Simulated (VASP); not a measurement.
Set up this calculation in VASP 6.6.1, as the native input.

- Task: single point
- Functional: PBEsol
- Potentials or basis: VASP PAW PBE potentials, release 64 (Si)
- Cutoff: 520 eV
- k mesh: 8 × 8 × 8
- Occupations: gaussian, width 0.01 eV
- Spin: no spin polarisation
- Dipole correction: no
- Further INCAR settings: ALGO = Normal; EDIFF = 1e-06; NBANDS = 11

The structure of Si lies in POSCAR:

```
Si
1.0
    2.7032255702      2.7032255702      0.0000000000
   -2.7032255702      2.7032255702      0.0000000000
    0.0000000000      2.7032255702      2.7275076603
Si
2
Direct
    0.2500000000      0.7500000000      0.5000000000
    0.0000000000      0.0000000000      0.0000000000
```

This cell differs from its parent crystal: in-plane strain -0.005, then relaxed in part.

One way to write it, as run:

INCAR

```
SYSTEM = Si
ALGO = Normal ; EDIFF = 1E-6
ENCUT = 520 ; GGA = PS
ISIF = 2 ; ISMEAR = 0
LASPH = .TRUE. ; LCHARG = .TRUE.
LELF = .TRUE. ; LREAL = .FALSE.
LVHAR = .TRUE. ; LWAVE = .FALSE.
NBANDS = 11 ; NELM = 60
PREC = Accurate ; SIGMA = 0.01
```

KPOINTS

```
k-points
0
G
  8 8 8
  0 0 0
```

Potentials or basis: VASP PAW PBE potentials, release 64 (Si).

Launch:

```sh
$ cat potpaw_PBE.64/Si/POTCAR > POTCAR
$ mpirun -np 1 vasp_std > vasp.out
```

Results of the run:

```yaml
Pressure: 0.7 GPa
Band_gap_on_the_k_mesh: 0.45 eV, indirect (least direct gap 2.49 eV)
```

Caveat: the cell differs from its parent crystal (in-plane strain -0.005, then relaxed in part); the PAW data sets were made with another functional, which shifts forces and pressure a little.

Run time: 36 s on 1 thread of Intel Xeon 8259CL, with other jobs on the host, peak memory 0.16 GiB.
